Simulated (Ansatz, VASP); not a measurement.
**Al in VASP and in Ansatz**

The input INCAR:

```
  PREC = Accurate
  ENCUT = 500
  EDIFF = 1E-6
  ISMEAR = 1
  SIGMA = 0.15
  LREAL = F
  LASPH = T
  NELM = 120
  ALGO = Normal
  ISIF = 2
  LWAVE = F
  LCHARG = F
  GGA = PS
  NBANDS = 8
  GGA_COMPAT = F
```

Contents of KPOINTS:

```
regular mesh
0
Gamma
  13 13 13
```

Contents of POSCAR:

```
Al
1.0
    0.0000000000      2.0248050000      2.0248050000
    2.0248050000      0.0000000000      2.0248050000
    2.0248050000      2.0248050000      0.0000000000
Al
1
Direct
    0.0000000000      0.0000000000      0.0000000000
```

Input for Ansatz:

```yaml
crystal:
  lattice:
    - [0.0, 2.024805, 2.024805]
    - [2.024805, 0.0, 2.024805]
    - [2.024805, 2.024805, 0.0]
  atoms:
    - { symbol: Al, position: [0.0, 0.0, 0.0] }
kpoints:
  mp_grid:
    grid: [13, 13, 13]
hamiltonian:
  xc: pbesol
  pseudopotentials:
    kind: paw
scf:
  occupations:
    method: methfessel_paxton
    width: 0.15
output:
  forces: true
  stress: true
  eigenvalues: true
```

Alike in both runs: task single point; functional PBEsol; k mesh 13 × 13 × 13; occupations methfessel-paxton of order 1, width 0.15 eV; no spin polarisation.

|  | VASP | Ansatz |
| --- | --- | --- |
| version | VASP 6.6.1 | Ansatz 0.2.0 |
| potentials or method | VASP PAW PBE potentials, release 64 (Al) | plane waves, PAW |
| plane-wave cutoff (eV) | 500 | 420 |
| valence electrons in the cell | 3 | 3 |

VASP gave:

```
gap on the k mesh at the Fermi level (eV) : none
pressure (GPa)                            : -2.0
```

Problem. What did Ansatz give for the same quantities?

Solution. gap on the k mesh at the Fermi level (eV): none; pressure (GPa): -2.1.

VASP's potentials were made for PBE, not for PBEsol. A gap of «none» marks a metal or a gap that the smearing closes.
